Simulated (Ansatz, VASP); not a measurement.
**Two plane-wave programs on MgO**

```
Mg O
1.0
     2.93772    0.00000    0.00000
    -1.46886    2.54414    0.00000
     0.00000    0.00000    2.67979
Mg O
1 1
Direct
  0.00000 0.00000 0.00000
  0.33333 0.66667 0.50000
```

Alike in both runs: functional PBE; k mesh 12 × 12 × 8; occupations gaussian, width 0.02 eV; no spin polarisation.

Ansatz relaxed the structure, and its values are those at the end. VASP's run is a single point on that final structure, the one shown.

|  | VASP | Ansatz |
| --- | --- | --- |
| version | VASP 6.6.1 | Ansatz 0.2.0 |
| potentials or method | VASP PAW PBE potentials, release 64 (Mg, O), cutoff 520 eV | scalar-relativistic, plane waves, PAW |
| valence electrons in the cell | 8 | 16 |

```tsv
	VASP	Ansatz	Ansatz less VASP
gap on the k mesh at the Fermi level (eV)	3.00	3.02	+0.021
least direct gap on the mesh (eV)	3.40	3.42	+0.018
pressure (GPa)	-0.6	0.0	+0.63
```

With one functional, cell and mesh, what is left measures potentials, basis and numerics. VASP's potentials hold 8 valence electrons a cell and Ansatz's 16, so a difference there can come from the potentials and not from the codes.
